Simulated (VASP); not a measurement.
# YTl (P4/mmm) in VASP: further runs, part 2 of 3

VASP 6.6.1. Earlier steps stand in the parts before.

## Step 3: Electric field gradients, LDA (zz strain of +1 %)

Input file INCAR:

```
PREC = Accurate ; ENCUT = 520
EDIFF = 1E-8 ; ISMEAR = -1
SIGMA = 0.08 ; LREAL = False
LASPH = True ; NELM = 60
ALGO = Normal ; ISIF = 2
LWAVE = False ; LCHARG = False
LEFG = True ; NBANDS = 19
```

Input file KPOINTS:

```
regular mesh
0
Gamma
  11 11 11
```

Input file POSCAR:

```
YTl
1.0
    3.7510000000      0.0000000000      0.0000000000
    0.0000000000      3.7510000000      0.0000000000
    0.0000000000      0.0000000000      3.7885100000
Y Tl
1 1
Direct
    0.5000000000      0.5000000000      0.5000000000
    0.0000000000      0.0000000000      0.0000000000
```

Potentials or basis: VASP PAW LDA potentials, release 64 (Y_sv, Tl_d).

Command:

```sh
cat potpaw_LDA.64/Y_sv/POTCAR potpaw_LDA.64/Tl_d/POTCAR > POTCAR
mpirun -np 1 vasp_std > vasp.out
```

OUTCAR:

```text
PREC = Accurate
   ENCUT = 520
   EDIFF = 1E-8
   ISMEAR = -1
   LREAL = False
   LASPH = True
   NELM = 60
   ISIF = 2

 ion  position               nearest neighbor table
   1  0.500  0.500  0.500-   2 3.26   2 3.26   2 3.26   2 3.26   2 3.26   2 3.26   2 3.26   2 3.26

   2  0.000  0.000  0.000-   1 3.26   1 3.26   1 3.26   1 3.26   1 3.26   1 3.26   1 3.26   1 3.26

  LATTYP: Found a simple tetragonal cell.
 ALAT       =     3.7510000000
 C/A-ratio  =     1.0100000000

  Lattice vectors:

 A1 = (   3.7510000000,   0.0000000000,   0.0000000000)
 A2 = (   0.0000000000,   3.7510000000,   0.0000000000)
 A3 = (   0.0000000000,   0.0000000000,   3.7885100000)

[... 740 lines left out ...]

  energy  without entropy=      -10.8523624438  energy(sigma->0) =      -10.86687420

 Electric field gradients (V/A^2)
---------------------------------------------------------------------
 ion       V_xx      V_yy      V_zz      V_xy      V_xz      V_yz
---------------------------------------------------------------------
   1      -0.369    -0.369     0.739    -0.000    -0.000    -0.000
   2       4.669     4.669    -9.337     0.000    -0.000     0.000
---------------------------------------------------------------------

 Electric field gradients after diagonalization (V/A^2)
 (convention: |V_zz| > |V_xx| > |V_yy|)
----------------------------------------------------------------------
 ion       V_xx      V_yy      V_zz     asymmetry (V_yy - V_xx)/ V_zz
----------------------------------------------------------------------
   1      -0.369    -0.369     0.739       0.000
   2       4.669     4.669    -9.337       0.000
----------------------------------------------------------------------

           NMR quadrupolar parameters

 Cq : quadrupolar parameter    Cq=e*Q*V_zz/h
 eta: asymmetry parameters     (V_yy - V_xx)/ V_zz
 Q  : nuclear electric quadrupole moment in mb (millibarn)
----------------------------------------------------------------------
 ion       Cq(MHz)       eta       Q (mb)
----------------------------------------------------------------------
   1       0.002       0.000       1.000
   2      -0.023       0.000       1.000
----------------------------------------------------------------------
```

OSZICAR:

```text
N       E                     dE             d eps       ncg     rms          rms(c)
DAV:   1     0.107903131274E+03    0.10790E+03   -0.12701E+04  4892   0.120E+03
DAV:   2    -0.618188029777E+01   -0.11409E+03   -0.11227E+03  5411   0.277E+02
DAV:   3    -0.113097360352E+02   -0.51279E+01   -0.50688E+01  8027   0.397E+01
DAV:   4    -0.114300931320E+02   -0.12036E+00   -0.11988E+00  5573   0.496E+00
DAV:   5    -0.114323523868E+02   -0.22593E-02   -0.22586E-02  5819   0.589E-01    0.250E+01
DAV:   6    -0.109692658308E+02    0.46309E+00   -0.53406E-01  5173   0.428E+00    0.161E+01
DAV:   7    -0.108989209142E+02    0.70345E-01   -0.60384E-01  6021   0.449E+00    0.240E+00
DAV:   8    -0.108819012832E+02    0.17020E-01   -0.11061E-01  5213   0.197E+00    0.591E-01
DAV:   9    -0.108813817391E+02    0.51954E-03   -0.46759E-03  5317   0.398E-01    0.996E-02
DAV:  10    -0.108813894108E+02   -0.76718E-05   -0.18654E-04  5503   0.106E-01    0.675E-02
DAV:  11    -0.108813860398E+02    0.33710E-05   -0.16948E-05  5556   0.298E-02    0.273E-02
DAV:  12    -0.108813859604E+02    0.79373E-07   -0.10977E-06  5557   0.686E-03    0.293E-03
DAV:  13    -0.108813859592E+02    0.12692E-08   -0.67145E-08  5758   0.129E-03
   1 F= -.10881386E+02 E0= -.10866874E+02  d E =-.290235E-01
```

Run time: 1.7 min. Hardware: 1 thread of Oxide Virtual Turin-like, shared host; peak memory 0.23 GiB.

Results:

```
Free energy                             : -10.8814 eV
Pressure                                : -3.5 GPa
Band gap on the k mesh                  : zero (bands 12 and 13 overlap by 2.18 eV)
Largest electric field gradient by atom : Y +0.7; Tl -9.3 V/Å²
```

Electric field gradients, principal values (V/Å²):
```tsv
atom	least	middle	greatest (by size)
1 Y	-0.369	-0.369	0.739
2 Tl	4.669	4.669	-9.337
```

Caveat: the cell differs from its parent crystal (zz strain of +1 %); the cell stands under tension; without QUAD_EFG the Cq values of the log hold for a quadrupole moment of 1 mb, not for the nuclei; spin-orbit coupling is left out, which moves the levels of the heavy elements.

## Step 4: Electric field gradients, LDA (zz strain of +2 %)

Input file INCAR:

```
  PREC = Accurate
  ENCUT = 520
  EDIFF = 1E-8
  ISMEAR = -1
  SIGMA = 0.08
  LREAL = False
  LASPH = True
  NELM = 100
  ALGO = Normal
  ISIF = 2
  LWAVE = False
  LCHARG = False
  LEFG = True
  NBANDS = 19
```

KPOINTS is that of step 3.

Changes to POSCAR since step 3:

```diff
@@ -4,3 +4,3 @@
     0.0000000000      3.7510000000      0.0000000000
-    0.0000000000      0.0000000000      3.7885100000
+    0.0000000000      0.0000000000      3.8260200000
 Y Tl
```

Potentials or basis: VASP PAW LDA potentials, release 64 (Y_sv, Tl_d).

Command:

```sh
cat potpaw_LDA.64/Y_sv/POTCAR potpaw_LDA.64/Tl_d/POTCAR > POTCAR
mpirun -np 1 vasp_std > vasp.out
```

OUTCAR:

```text
PREC = Accurate
   ENCUT = 520
   EDIFF = 1E-8
   ISMEAR = -1
   LREAL = False
   LASPH = True
   NELM = 100
   ISIF = 2

 ion  position               nearest neighbor table
   1  0.500  0.500  0.500-   2 3.27   2 3.27   2 3.27   2 3.27   2 3.27   2 3.27   2 3.27   2 3.27

   2  0.000  0.000  0.000-   1 3.27   1 3.27   1 3.27   1 3.27   1 3.27   1 3.27   1 3.27   1 3.27

  LATTYP: Found a simple tetragonal cell.
 ALAT       =     3.7510000000
 C/A-ratio  =     1.0200000000

  Lattice vectors:

 A1 = (   3.7510000000,   0.0000000000,   0.0000000000)
 A2 = (   0.0000000000,   3.7510000000,   0.0000000000)
 A3 = (   0.0000000000,   0.0000000000,   3.8260200000)

Analysis of symmetry for initial positions (statically):
=====================================================================
 Subroutine PRICEL returns:
 Original cell was already a primitive cell.

 Routine SETGRP: Setting up the symmetry group for a
 simple tetragonal supercell.

 Subroutine GETGRP returns: Found 16 space group operations
 (whereof 16 operations were pure point group operations)
 out of a pool of 16 trial point group operations.

The static configuration has the point symmetry D_4h.

Analysis of symmetry for dynamics (positions and initial velocities):
=====================================================================
 Subroutine PRICEL returns:
 Original cell was already a primitive cell.

 Routine SETGRP: Setting up the symmetry group for a
 simple tetragonal supercell.

 Subroutine GETGRP returns: Found 16 space group operations
 (whereof 16 operations were pure point group operations)
 out of a pool of 16 trial point group operations.

The dynamic configuration has the point symmetry D_4h.

 Subroutine INISYM returns: Found 16 space group operations
 (whereof 16 operations are pure point group operations),
 and found     1 'primitive' translations

----------------------------------------------------------------------------------------

                                     Primitive cell

  volume of cell :      53.8321

  direct lattice vectors                    reciprocal lattice vectors
     3.751000000  0.000000000  0.000000000     0.266595575  0.000000000  0.000000000
     0.000000000  3.751000000  0.000000000     0.000000000  0.266595575  0.000000000
     0.000000000  0.000000000  3.826020000     0.000000000  0.000000000  0.261368210

  length of vectors
     3.751000000  3.751000000  3.826020000     0.266595575  0.266595575  0.261368210

  position of ions in fractional coordinates (direct lattice)
     0.500000000  0.500000000  0.500000000
     0.000000000  0.000000000  0.000000000

  ion indices of the primitive-cell ions
   primitive index   ion index
                 1           1
                 2           2

----------------------------------------------------------------------------------------

 KPOINTS: regular mesh

Automatic generation of k-mesh.
 Grid dimensions read from file:
 generate k-points for:   11   11   11

 Generating k-lattice:
[... 68 lines left out ...]
   ISIF   =      2    stress and relaxation
   ISYM   =      2    0-nonsym 1-usesym 2-fastsym
   POTIM  = 0.5000    time-step for ionic-motion
   TEBEG  =    0.0;   TEEND  =   0.0 temperature during run
   PSTRESS=    0.0 pullay stress
   NELECT =      24.0000    total number of electrons
   NUPDOWN=      -1.0000    fix difference up-down
   EMIN   =  10.00;   EMAX   =-10.00  energy-range for DOS
   EFERMI =   0.00;   METHOD = LEGACY
   ISMEAR =    -1;   SIGMA  =   0.08  broadening in eV -4-tet -1-fermi 0-gaus
   EFERMI_NEDOS =   21; number of points for ismear=-14 and -15
   IALGO  =     38    algorithm
   IMIX   =      4    mixing-type and parameters
     AMIX     =   0.40;   BMIX     =  1.00
     AMIX_MAG =   1.60;   BMIX_MAG =  1.00
  volume/ion in A,a.u.               =      26.92       181.64
  Fermi-wavevector in a.u.,A,eV,Ry     =   1.250638  2.363362 21.280794  1.564094
  Thomas-Fermi vector in A             =   2.384622
   LORBIT       =      0    0 simple, 1 ext, 2 COOP (PROOUT), +10 PAW based schemes
   GGA     = CA    functional components
   LHFCALC =     F    Hartree Fock is set to
   AEXX    =    0.0000 exact exchange contribution
   IVDW    =     0    specifies the selected vdW correction
   LEPSILON=     F    determine dielectric tensor
   LRPA    =     F    only Hartree local field effects (RPA)
 non-spin polarized calculation
  energy-cutoff  :      520.00
  volume of cell :       53.83
 maximum number of plane-waves:      1464
 NGX is ok and might be reduce to    28
   NGX = 13   NGY = 13   NGZ = 15

 number of electron      24.0000003 magnetization

 Free energy of the ion-electron system (eV)
  ---------------------------------------------------
  ext. energy  EPLUGINS =         0.00000000
  ---------------------------------------------------
  free energy    TOTEN  =       -10.86895932 eV

  energy without entropy =      -10.83903517  energy(sigma->0) =      -10.85399725

 E-fermi :   5.7532     XC(G=0): -10.6461

 val. band max:        5.7427920840   @ k =   0.3636   0.0000   0.0000
 cond. band min:       5.7681190452   @ k =   0.3636   0.0909   0.0000
 fundamental gap:      0.0253269611
 Fermi energy:         5.7531554959

 k-point     1 :       0.0000    0.0000    0.0000
  band No.  band energies     occupation
      1     -37.1257      2.00000
      2     -17.1799      2.00000
      3     -17.1547      2.00000
      4     -17.1547      2.00000
      5      -5.9381      2.00000
      6      -5.9210      2.00000
[... 505 lines left out ...]
      6      -5.8399      2.00000
[... 11 lines left out ...]
     18      11.1665      0.00000
     19      13.5514      0.00000

 [... further k-points ...]

------------------------ aborting loop because EDIFF is reached ----------------------------------------

  FORCE on cell =-STRESS in cart. coord.  units (eV):
  Direction    XX          YY          ZZ          XY          YZ          ZX
  --------------------------------------------------------------------------------------
  -------------------------------------------------------------------------------------
  Total       -1.3131790     -1.3131790     -1.3835093      0.0000000      0.0000000      0.0000000
  in kB      -39.0834743    -39.0834743    -41.1766781      0.0000000      0.0000000      0.0000000
  external PRESSURE =     -39.7812089 kB  Pullay stress =       0.0000000 kB

 VOLUME and BASIS-vectors are now :
 -----------------------------------------------------------------------------
  energy-cutoff  :      520.00
  volume of cell :       53.83
      direct lattice vectors                 reciprocal lattice vectors
     3.751000000  0.000000000  0.000000000     0.266595575  0.000000000  0.000000000
     0.000000000  3.751000000  0.000000000     0.000000000  0.266595575  0.000000000
     0.000000000  0.000000000  3.826020000     0.000000000  0.000000000  0.261368210

 POSITION                                       TOTAL-FORCE (eV/Angst)
 -----------------------------------------------------------------------------------
      1.87550      1.87550      1.91301         0.000000      0.000000      0.000000
      0.00000      0.00000      0.00000         0.000000      0.000000      0.000000
 -----------------------------------------------------------------------------------
    total drift:                                0.000000      0.000000      0.000000

  FREE ENERGIE OF THE ION-ELECTRON SYSTEM (eV)
  ---------------------------------------------------
  free  energy   TOTEN  =       -10.8689593218 eV

  energy  without entropy=      -10.8390351711  energy(sigma->0) =      -10.85399725

 Electric field gradients (V/A^2)
---------------------------------------------------------------------
 ion       V_xx      V_yy      V_zz      V_xy      V_xz      V_yz
---------------------------------------------------------------------
   1      -0.781    -0.781     1.562     0.000    -0.000    -0.000
   2       9.553     9.553   -19.106    -0.000     0.000     0.000
---------------------------------------------------------------------

 Electric field gradients after diagonalization (V/A^2)
 (convention: |V_zz| > |V_xx| > |V_yy|)
----------------------------------------------------------------------
 ion       V_xx      V_yy      V_zz     asymmetry (V_yy - V_xx)/ V_zz
----------------------------------------------------------------------
   1      -0.781    -0.781     1.562       0.000
   2       9.553     9.553   -19.106       0.000
----------------------------------------------------------------------

           NMR quadrupolar parameters

 Cq : quadrupolar parameter    Cq=e*Q*V_zz/h
 eta: asymmetry parameters     (V_yy - V_xx)/ V_zz
 Q  : nuclear electric quadrupole moment in mb (millibarn)
----------------------------------------------------------------------
 ion       Cq(MHz)       eta       Q (mb)
----------------------------------------------------------------------
   1       0.004       0.000       1.000
   2      -0.046       0.000       1.000
----------------------------------------------------------------------
```

OSZICAR:

```text
N       E                     dE             d eps       ncg     rms          rms(c)
DAV:   1     0.108618175727E+03    0.10862E+03   -0.12728E+04  4908   0.120E+03
DAV:   2    -0.613626208575E+01   -0.11475E+03   -0.11289E+03  5382   0.277E+02
DAV:   3    -0.113065888333E+02   -0.51703E+01   -0.51098E+01  8047   0.397E+01
DAV:   4    -0.114272246212E+02   -0.12064E+00   -0.12017E+00  5713   0.501E+00
DAV:   5    -0.114289501563E+02   -0.17255E-02   -0.17246E-02  5745   0.540E-01    0.247E+01
DAV:   6    -0.109574515214E+02    0.47150E+00   -0.54608E-01  5199   0.427E+00    0.159E+01
DAV:   7    -0.108868014451E+02    0.70650E-01   -0.60920E-01  5910   0.448E+00    0.242E+00
DAV:   8    -0.108695525160E+02    0.17249E-01   -0.11369E-01  5222   0.196E+00    0.581E-01
DAV:   9    -0.108689573445E+02    0.59517E-03   -0.49102E-03  5294   0.409E-01    0.102E-01
DAV:  10    -0.108689642842E+02   -0.69397E-05   -0.20914E-04  5591   0.111E-01    0.635E-02
DAV:  11    -0.108689593492E+02    0.49351E-05   -0.20501E-05  5425   0.329E-02    0.287E-02
DAV:  12    -0.108689593239E+02    0.25283E-07   -0.10603E-06  5769   0.674E-03    0.281E-03
DAV:  13    -0.108689593218E+02    0.20805E-08   -0.70402E-08  5925   0.123E-03
   1 F= -.10868959E+02 E0= -.10853997E+02  d E =-.299242E-01
```

Wall time 1.7 min (1 thread of Oxide Virtual Turin-like, shared host); peak memory 0.23 GiB.

Results:

```
Free energy                             : -10.8690 eV
Pressure                                : -4.0 GPa
Band gap on the k mesh                  : zero (bands 12 and 13 overlap by 2.16 eV)
Largest electric field gradient by atom : Y +1.6; Tl -19.1 V/Å²
```

Electric field gradients, principal values (V/Å²):
| atom | least | middle | greatest (by size) |
| --- | --- | --- | --- |
| 1 Y | -0.781 | -0.781 | 1.562 |
| 2 Tl | 9.553 | 9.553 | -19.106 |

Caveat: the cell differs from its parent crystal (zz strain of +2 %); the cell stands under tension; without QUAD_EFG the Cq values of the log hold for a quadrupole moment of 1 mb, not for the nuclei; spin-orbit coupling is left out, which moves the levels of the heavy elements.

(Part 2 of 3 ends here.)

The gap in the log of VASP goes by the Fermi energy; the results here count the filled bands.